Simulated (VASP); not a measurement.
# Rh (Fm-3m) in VASP: single point with LDA

Aim: the single point of Rh with LDA.

Program: VASP 6.6.1. These are calculated values, not measurements. Logs are shortened: lines on timing, memory, paths and dates and some standing lists are left out, and cuts for length are marked.

## (1) The cell of the first run

Symmetry: Fm-3m, No. 225, cubic system. Conventional cell: a = 3.796 Å, b = 3.796 Å, c = 3.796 Å, α = 90.00°, β = 90.00°, γ = 90.00°. Rh (site symmetry m-3m) has 12 Rh at 2.68 Å within 3.5 Å.

## (2) Single point, LDA, collinear spin, ferromagnetic start

File INCAR:

```
SYSTEM = Rh
PREC     = Accurate       ! precision mode
ENCUT    = 520            ! plane-wave cutoff, eV
EDIFF    = 1E-7           ! SCF threshold, eV
ISMEAR   = -1             ! smearing method
SIGMA    = 0.05           ! smearing width, eV
LREAL    = .False.        ! projectors in reciprocal space
LASPH    = .True.         ! aspherical terms in the spheres
NELM     = 150            ! most SCF steps
ALGO     = Normal         ! electronic algorithm
ISIF     = 2              ! what is computed and relaxed
LWAVE    = .False.        ! write WAVECAR
LCHARG   = .False.        ! write CHGCAR
ISPIN    = 2              ! spin polarisation
MAGMOM   = 1.6            ! initial moments
LORBIT   = 11             ! projections on sites
NUPDOWN  = 1.6            ! fixed moment
LMAXMIX  = 4              ! l up to which the mixer works
GGA      = CA             ! functional
NBANDS   = 18             ! bands
```

File KPOINTS:

```
Automatic mesh
0
Gamma
  15 15 15
  0 0 0
```

File POSCAR:

```
Rh
1.0
    0.0000000000      1.8978500000      1.8978500000
    1.8978500000      0.0000000000      1.8978500000
    1.8978500000      1.8978500000      0.0000000000
Rh
1
Direct
    0.0000000000      0.0000000000      0.0000000000
```

Potentials or basis: VASP PAW LDA potentials, release 64 (Rh_pv).

Run with:

```sh
cat potpaw_LDA.64/Rh_pv/POTCAR > POTCAR
mpirun -np 1 vasp_std > vasp.out
```

OUTCAR:

```text
SYSTEM = Rh
   PREC = Accurate
   ENCUT = 520
   EDIFF = 1E-7
   ISMEAR = -1
   LREAL = .False.
   LASPH = .True.
   NELM = 150
   ISIF = 2
   ISPIN = 2
   LORBIT = 11
   NUPDOWN = 1.6
   GGA = CA

 ion  position               nearest neighbor table
   1  0.000  0.000  0.000-

  LATTYP: Found a face centered cubic cell.
 ALAT       =     3.7957000000

  Lattice vectors:

 A1 = (   0.0000000000,   1.8978500000,   1.8978500000)
 A2 = (   1.8978500000,   0.0000000000,   1.8978500000)
 A3 = (   1.8978500000,   1.8978500000,   0.0000000000)

Analysis of symmetry for initial positions (statically):
=====================================================================
 Subroutine PRICEL returns:
 Original cell was already a primitive cell.

 Routine SETGRP: Setting up the symmetry group for a
 face centered cubic supercell.

 Subroutine GETGRP returns: Found 48 space group operations
 (whereof 48 operations were pure point group operations)
 out of a pool of 48 trial point group operations.

The static configuration has the point symmetry O_h .

Analysis of symmetry for dynamics (positions and initial velocities):
=====================================================================
 Subroutine PRICEL returns:
 Original cell was already a primitive cell.

 Routine SETGRP: Setting up the symmetry group for a
 face centered cubic supercell.

 Subroutine GETGRP returns: Found 48 space group operations
 (whereof 48 operations were pure point group operations)
 out of a pool of 48 trial point group operations.

The dynamic configuration has the point symmetry O_h .

Analysis of structural, dynamic, and magnetic symmetry:
=====================================================================
 Subroutine PRICEL returns:
 Original cell was already a primitive cell.

 Routine SETGRP: Setting up the symmetry group for a
 face centered cubic supercell.

 Subroutine GETGRP returns: Found 48 space group operations
 (whereof 48 operations were pure point group operations)
 out of a pool of 48 trial point group operations.

The overall configuration has the point symmetry O_h .

 Subroutine INISYM returns: Found 48 space group operations
 (whereof 48 operations are pure point group operations),
 and found     1 'primitive' translations

----------------------------------------------------------------------------------------

                                     Primitive cell

  volume of cell :      13.6715

  direct lattice vectors                    reciprocal lattice vectors
     0.000000000  1.897850000  1.897850000    -0.263456016  0.263456016  0.263456016
     1.897850000  0.000000000  1.897850000     0.263456016 -0.263456016  0.263456016
     1.897850000  1.897850000  0.000000000     0.263456016  0.263456016 -0.263456016

  length of vectors
     2.683965209  2.683965209  2.683965209     0.456319205  0.456319205  0.456319205

  position of ions in fractional coordinates (direct lattice)
     0.000000000  0.000000000  0.000000000

  ion indices of the primitive-cell ions
   primitive index   ion index
                 1           1

----------------------------------------------------------------------------------------

 KPOINTS: Automatic mesh

Automatic generation of k-mesh.
 Grid dimensions read from file:
 generate k-points for:   15   15   15

 Generating k-lattice:

  Cartesian coordinates                     Fractional coordinates (reciprocal lattice)
    -0.017563734  0.017563734  0.017563734     0.066666667  0.000000000  0.000000000
     0.017563734 -0.017563734  0.017563734     0.000000000  0.066666667  0.000000000
     0.017563734  0.017563734 -0.017563734     0.000000000  0.000000000  0.066666667

  Length of vectors
     0.030421280  0.030421280  0.030421280

  Shift w.r.t. Gamma in fractional coordinates (k-lattice)
     0.000000000  0.000000000  0.000000000

 Subroutine IBZKPT returns following result:
 ===========================================

 Found    120 irreducible k-points:

 Following reciprocal coordinates:
            Coordinates               Weight
  0.000000  0.000000  0.000000      1.000000
  0.066667  0.000000  0.000000      8.000000
  0.133333  0.000000  0.000000      8.000000
  0.200000  0.000000  0.000000      8.000000
  0.266667  0.000000  0.000000      8.000000
  0.333333  0.000000  0.000000      8.000000
[... 16 lines left out ...]
  0.133333  0.133333  0.000000      6.000000
  0.200000  0.133333  0.000000     24.000000
 [... further k-points ...]
   k-points           NKPTS =    120   k-points in BZ     NKDIM =    120   number of bands    NBANDS=     18
   number of dos      NEDOS =    301   number of ions     NIONS =      1
   total plane-waves  NPLWV =   8000
   dimension x,y,z NGX =    20 NGY =   20 NGZ =   20
   dimension x,y,z NGXF=    40 NGYF=   40 NGZF=   40
   ions per type =               1
   NGX,Y,Z   is equivalent  to a cutoff of  12.39, 12.39, 12.39 a.u.
   NGXF,Y,Z  is equivalent  to a cutoff of  24.78, 24.78, 24.78 a.u.
 SYSTEM =  Rh
   PREC   = accura    normal or accurate (medium, high low for compatibility)
   ISTART =      0    job   : 0-new  1-cont  2-samecut
   ICHARG =      2    charge: 1-file 2-atom 10-const
   ISPIN  =      2    spin polarized calculation?
   LNONCOLLINEAR =      F non collinear calculations
   LSORBIT =      F    spin-orbit coupling
   LASPH  =      T    aspherical Exc in radial PAW
   ENCUT  =  520.0 eV  38.22 Ry    6.18 a.u.   4.99  4.99  4.99*2*pi/ulx,y,z
   NELM   =    150;   NELMIN=  2; NELMDL= -5     # of ELM steps
   EDIFF  = 0.1E-06   stopping-criterion for ELM
   LREAL  =      F    real-space projection
   EDIFFG = 0.1E-05   stopping-criterion for IOM
   NSW    =      0    number of steps for IOM
   IBRION =     -1    ionic relax: 0-MD 1-quasi-New 2-CG
   NFREE  =      0    steps in history (QN), initial steepest desc. (CG)
   ISIF   =      2    stress and relaxation
   ISYM   =      2    0-nonsym 1-usesym 2-fastsym
   POTIM  = 0.5000    time-step for ionic-motion
   TEBEG  =    0.0;   TEEND  =   0.0 temperature during run
   PSTRESS=    0.0 pullay stress
   NELECT =      15.0000    total number of electrons
   NUPDOWN=       1.6000    fix difference up-down
   EMIN   =  10.00;   EMAX   =-10.00  energy-range for DOS
   EFERMI =   0.00;   METHOD = LEGACY
   ISMEAR =    -1;   SIGMA  =   0.05  broadening in eV -4-tet -1-fermi 0-gaus
   EFERMI_NEDOS =   21; number of points for ismear=-14 and -15
   IALGO  =     38    algorithm
   IMIX   =      4    mixing-type and parameters
     AMIX     =   0.40;   BMIX     =  1.00
     AMIX_MAG =   1.60;   BMIX_MAG =  1.00
  volume/ion in A,a.u.               =      13.67        92.26
  Fermi-wavevector in a.u.,A,eV,Ry     =   1.688496  3.190795 38.790465  2.851019
  Thomas-Fermi vector in A             =   2.770792
   LORBIT       =     11    0 simple, 1 ext, 2 COOP (PROOUT), +10 PAW based schemes
   GGA     = CA    functional components
   LHFCALC =     F    Hartree Fock is set to
   AEXX    =    0.0000 exact exchange contribution
   IVDW    =     0    specifies the selected vdW correction
   LEPSILON=     F    determine dielectric tensor
   LRPA    =     F    only Hartree local field effects (RPA)
 spin polarized calculation
  energy-cutoff  :      520.00
  volume of cell :       13.67
 maximum number of plane-waves:       378
   NGX =  9   NGY =  9   NGZ =  9

 number of electron      15.0000007 magnetization       1.6000001

 Free energy of the ion-electron system (eV)
  ---------------------------------------------------
  ext. energy  EPLUGINS =         0.00000000
  ---------------------------------------------------
  free energy    TOTEN  =        -8.13562961 eV

  energy without entropy =       -8.12676316  energy(sigma->0) =       -8.13119638

 E-fermi :  11.1569     XC(G=0): -14.3683

 val. band max:       12.6994093834   @ k =  -0.2000   0.2000   0.0000
 cond. band min:      11.1572613703   @ k =   0.4000   0.2667   0.1333
 fundamental gap:     -1.5421480131
 Fermi energy:        12.7303197179

 spin component 1

 k-point     1 :       0.0000    0.0000    0.0000
  band No.  band energies     occupation
      1     -34.7411      1.00000
      2     -34.7411      1.00000
      3     -34.7411      1.00000
      4       3.5524      1.00000
      5       8.3383      1.00000
      6       8.3383      1.00000
[... 10 lines left out ...]
     17      44.1875      0.00000
     18      44.1875      0.00000

 k-point     2 :       0.0667    0.0000    0.0000
  band No.  band energies     occupation
      1     -34.7750      1.00000
      2     -34.7457      1.00000
      3     -34.7457      1.00000
      4       3.7324      1.00000
      5       8.2609      1.00000
      6       8.4084      1.00000
[... 10 lines left out ...]
     17      43.6072      0.00000
     18      43.6072      0.00000
[... 442 lines left out ...]
 k-point    24 :       0.2000    0.1333    0.0000
  band No.  band energies     occupation
      1     -34.9567      1.00000
      2     -34.8113      1.00000
      3     -34.8049      1.00000
      4       5.0013      1.00000
      5       7.5069      1.00000
      6       8.9778      1.00000
[... 10 lines left out ...]
     17      42.3930      0.00000
     18      44.7643      0.00000

 [... further k-points ...]

 spin component 2

 k-point     1 :       0.0000    0.0000    0.0000
  band No.  band energies     occupation
      1     -33.6158      1.00000
      2     -33.6158      1.00000
      3     -33.6158      1.00000
      4       3.9443      1.00000
      5       9.2775      1.00000
      6       9.2775      1.00000
[... 10 lines left out ...]
     17      44.7345      0.00000
     18      44.7345      0.00000

 k-point     2 :       0.0667    0.0000    0.0000
  band No.  band energies     occupation
      1     -33.6507      1.00000
      2     -33.6204      1.00000
      3     -33.6204      1.00000
      4       4.1251      1.00000
      5       9.1923      1.00000
      6       9.3491      1.00000
[... 10 lines left out ...]
     17      44.1569      0.00000
     18      44.1569      0.00000
[... 442 lines left out ...]
 k-point    24 :       0.2000    0.1333    0.0000
  band No.  band energies     occupation
      1     -33.8376      1.00000
      2     -33.6877      1.00000
      3     -33.6812      1.00000
      4       5.4136      1.00000
      5       8.3963      1.00000
      6       9.9327      1.00000
[... 10 lines left out ...]
     17      42.9762      0.00000
     18      45.2999      0.00000

 [... further k-points ...]
[... 5 lines left out ...]
  --------------------------------------------------------------------------------------
  -------------------------------------------------------------------------------------
  Total        0.8131246      0.8131246      0.8131246     -0.0000000      0.0000000      0.0000000
  in kB       95.2910290     95.2910290     95.2910290     -0.0000000      0.0000000      0.0000000
  external PRESSURE =      95.2910290 kB  Pullay stress =       0.0000000 kB

 VOLUME and BASIS-vectors are now :
 -----------------------------------------------------------------------------
  energy-cutoff  :      520.00
  volume of cell :       13.67
      direct lattice vectors                 reciprocal lattice vectors
     0.000000000  1.897850000  1.897850000    -0.263456016  0.263456016  0.263456016
     1.897850000  0.000000000  1.897850000     0.263456016 -0.263456016  0.263456016
     1.897850000  1.897850000  0.000000000     0.263456016  0.263456016 -0.263456016

 POSITION                                       TOTAL-FORCE (eV/Angst)
 -----------------------------------------------------------------------------------
      0.00000      0.00000      0.00000         0.000000     -0.000000      0.000000
 -----------------------------------------------------------------------------------
    total drift:                                0.000000      0.000000      0.000000

  FREE ENERGIE OF THE ION-ELECTRON SYSTEM (eV)
  ---------------------------------------------------
  free  energy   TOTEN  =        -8.1356296119 eV

  energy  without entropy=       -8.1267631553  energy(sigma->0) =       -8.13119638

 total charge

# of ion       s       p       d       tot
------------------------------------------
    1        0.424   6.306   7.079  13.809

 magnetization (x)

# of ion       s       p       d       tot
------------------------------------------
    1        0.011   0.022   1.516   1.549
```

Run time: 38 s. Hardware: 1 thread of Intel Xeon Platinum 8559C (Emerald Rapids), shared host; peak memory 0.15 GiB.

What came out:

* Free energy: -8.1356 eV
* Pressure: 9.5 GPa
* Net moment: 1.60 μB per cell
* Site moments: Rh +1.55 μB
* Valence electrons inside the program's atomic spheres: Rh 13.81

Caveat: the cell stands under pressure; the total moment is fixed, so each spin has its own Fermi level and the state may be an excited one.
